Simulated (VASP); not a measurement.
Input of a VASP 6.6.1 run:

Contents of INCAR:

```
PREC = Accurate
ENCUT = 520
EDIFF = 1E-7
ISMEAR = 0
SIGMA = 0.1
LREAL = F
LASPH = T
NELM = 60
ALGO = Normal
ISIF = 2
LWAVE = F
LCHARG = F
GGA = PE
NBANDS = 16
```

File KPOINTS:

```
Automatic mesh
0
Gamma
  6 4 4
```

POSCAR

```
RbP2
1.0
    3.4917268477      0.0000000000      0.0000000000
    0.0000000000      3.5290275389      0.0000000000
    0.0000000000      0.0000000000      5.8989327666
Rb P
1 2
Direct
    0.5000000000      0.0000000000      0.0000000000
    0.0000000000      0.0000000000      0.5000000000
    0.5000000000      0.5000000000      0.5000000000
```

Potentials or basis: VASP PAW PBE potentials, release 64 (Rb_sv, P).

Command:

```console
$ cat potpaw_PBE.64/Rb_sv/POTCAR potpaw_PBE.64/P/POTCAR > POTCAR
$ mpirun -np 1 vasp_std > vasp.out
```

(1) Estimate the band gap on the k mesh.

(2) Estimate the pressure.

Answers

(1) zero (an odd number of electrons rules out a gap without spin polarisation).

(2) 0.0 GPa.

Caveat: the k points lie up to 0.45 Å⁻¹ apart, too coarse for converged energies and pressures of a metal.
